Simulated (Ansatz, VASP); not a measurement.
## Two plane-wave programs on BN

```
B N
1.0
     3.60963    0.00000    0.00000
     0.00000   -3.60963    0.00000
     0.00000    0.00000   -3.60963
B N
4 4
Direct
  0.00000 0.00000 0.00000
  0.50000 0.50000 0.00000
  0.50000 0.00000 0.50000
  0.00000 0.50000 0.50000
  0.75000 0.76385 0.75000
  0.25000 0.25000 0.75000
  0.25000 0.75000 0.25000
  0.75000 0.25000 0.25000
```

Alike in both runs: task single point; functional r2SCAN; k mesh 6 × 6 × 6; occupations gaussian, width 0.05 eV; no spin polarisation.

|  | VASP | Ansatz |
| --- | --- | --- |
| version | VASP 6.6.1 | Ansatz 0.2.0 |
| potentials or method | VASP PAW PBE potentials, release 64 (B, N), cutoff 520 eV | scalar-relativistic, plane waves, PAW |
| valence electrons in the cell | 32 | 32 |

|  | VASP | Ansatz | Ansatz less VASP |
| --- | --- | --- | --- |
| gap on the k mesh at the Fermi level (eV) | 4.86 | 4.88 | +0.021 |
| least direct gap on the mesh (eV) | 4.86 | 4.88 | +0.021 |
| pressure (GPa) | 1.4 | 0.3 | -1.11 |
| traceless stress, the component that is largest in VASP (GPa) | -0.19 | -0.15 | +0.043 |
| rms of the force components (eV/Å) | 0.414 | 0.413 | -0.0015 |

VASP's potentials were made for PBE, not for r2SCAN. Atom by atom the forces differ by 0.002 eV/Å (rms over components).
